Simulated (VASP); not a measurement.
Here is a VASP 6.6.1 calculation.

File INCAR:

```
SYSTEM = C
  ALGO = Normal
  EDIFF = 1E-6
  ENCUT = 910
  GGA = CA
  GGA_COMPAT = .FALSE.
  ISIF = 2
  ISMEAR = 0
  LASPH = .TRUE.
  LCHARG = .TRUE.
  LELF = .TRUE.
  LREAL = .FALSE.
  LVHAR = .TRUE.
  LWAVE = .FALSE.
  NBANDS = 11
  NELM = 120
  PREC = Accurate
  SIGMA = 0.05
```

Contents of KPOINTS:

```
k-points
0
G
  12 12 12
  0 0 0
```

File POSCAR:

```
C
1.0
    0.0000000000      1.8673018877      1.8275720603
    1.6024363717      0.0000000000      1.8275720603
    1.6024363717      1.8673018877      0.0000000000
C
2
Direct
    0.5000000000      0.5000000000      0.5000000000
    0.7500000000      0.7500000000      0.7500000000
```

Potentials or basis: VASP PAW LDA potentials, release 64 (C_h).

The run is started by

```sh
$ cat potpaw_LDA.64/C_h/POTCAR > POTCAR
$ mpirun -np 1 vasp_std > vasp.out
```

Question: What does it give for the pressure?

Answer: 4.1 GPa.

Question: Predict the band gap on the k mesh.

Answer: 0.72 eV, indirect (least direct gap 3.43 eV).

Stress tensor (GPa, compression positive):
```
 81.95   0.00   0.00
  0.00 -48.10   0.00
  0.00   0.00 -21.52
```

Caveat: the cell differs from its parent crystal (strain +e along x and -e along y -0.0750, strain +e along z and -e/2 along x and y +0.0350); the cutoff is under 1.25 times the usual one of these potentials, so pressure, stress and relaxed cells hold a basis-set (Pulay) error. A k mesh can miss the band edges.
